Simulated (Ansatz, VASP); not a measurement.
One calculation of SnSe2, two programs

```
Sn Se
1.0
     3.82515    0.00000    0.00000
    -1.91257    3.31268    0.00000
     0.00000    0.00000    6.47616
Sn Se
1 2
Direct
  0.00000 0.00000 0.00000
  0.33333 0.66667 0.24407
  0.66667 0.33333 0.75593
```

Change from the starting cell: uniaxial_z strain +4.0%.

Alike in both runs: task single point; functional r2SCAN; k mesh 12 × 12 × 4; no spin polarisation.

|  | VASP | Ansatz |
| --- | --- | --- |
| version | VASP 6.6.1 | Ansatz 0.2.0 |
| potentials or method | VASP PAW PBE potentials, release 64 (Sn_d, Se) | plane waves, PAW |
| plane-wave cutoff (eV) | 520 | 500 |
| occupations | gaussian, width 0.01 eV | fixed |
| valence electrons in the cell | 26 | 46 |

|  | VASP | Ansatz | Ansatz less VASP |
| --- | --- | --- | --- |
| gap on the k mesh at the Fermi level (eV) | 1.02 | 1.01 | -0.004 |
| pressure (GPa) | 0.4 | 0.4 | -0.05 |
| traceless stress, the component that is largest in VASP (GPa) | -0.34 | -0.34 | +0.003 |
| rms of the force components (eV/Å) | 0.007 | 0.013 | +0.0061 |

VASP's potentials were made for PBE, not for r2SCAN. Atom by atom the forces differ by 0.006 eV/Å (rms over components). VASP's potentials hold 26 valence electrons a cell and Ansatz's 46, so a difference there can come from the potentials and not from the codes.
